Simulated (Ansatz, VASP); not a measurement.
## NaTi2: VASP beside Ansatz

```
Na Ti
1.0
     5.22545    0.00000    0.00000
    -2.61272    4.52537    0.00000
     0.00000    0.00000    2.54087
Na Ti
1 2
Cartesian
  0.0000 0.0000 0.0000
  0.0000 3.0169 1.2704
  2.6127 1.5085 1.2704
```

Alike in both runs: functional PBE; k mesh 12 × 12 × 18; occupations gaussian, width 0.1 eV; no spin polarisation.

Ansatz relaxed the structure, and its values are those at the end. VASP's run is a single point on that final structure, the one shown.

|  | VASP | Ansatz |
| --- | --- | --- |
| version | VASP 6.6.1 | Ansatz 0.2.0 |
| potentials or method | VASP PAW PBE potentials, release 64 (Na_pv, Ti_sv), cutoff 520 eV | scalar-relativistic, plane waves, PAW |
| valence electrons in the cell | 31 | 33 |

|  | VASP | Ansatz | Ansatz less VASP |
| --- | --- | --- | --- |
| gap on the k mesh at the Fermi level (eV) | none | none | - |
| pressure (GPa) | 0.0 | 0.0 | +0.03 |

A gap of «none» marks a metal or a gap that the smearing closes. VASP's potentials hold 31 valence electrons a cell and Ansatz's 33, so a difference there can come from the potentials and not from the codes.
